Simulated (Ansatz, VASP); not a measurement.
## One calculation of Re, two programs

```xyz
2
Lattice="2.7749 0.0000 0.0000 -1.3874 2.4031 0.0000 0.0000 0.0000 4.4841" Properties=species:S:1:pos:R:3 pbc="T T T"
Re    0.0000    1.6021    1.1210
Re    1.3874    0.8010    3.3631
```

Alike in both runs: functional PBE; k mesh 18 × 18 × 10; occupations gaussian, width 0.1 eV; no spin polarisation.

Ansatz relaxed the structure, and its values are those at the end. VASP's run is a single point on that final structure, the one shown.

|  | VASP | Ansatz |
| --- | --- | --- |
| version | VASP 6.6.1 | Ansatz 0.2.0 |
| potentials or method | VASP PAW PBE potentials, release 64 (Re), cutoff 520 eV | scalar-relativistic, plane waves, PAW |
| valence electrons in the cell | 14 | 30 |

VASP gave:

* gap on the k mesh at the Fermi level (eV): none
* pressure (GPa): -0.5

Task: Which values does Ansatz return?

Result: gap on the k mesh at the Fermi level (eV): none; pressure (GPa): 0.0.

A gap of «none» marks a metal or a gap that the smearing closes. With one functional, cell and mesh, what is left measures potentials, basis and numerics. VASP's potentials hold 14 valence electrons a cell and Ansatz's 30, so a difference there can come from the potentials and not from the codes.

Spin-orbit coupling is off throughout.
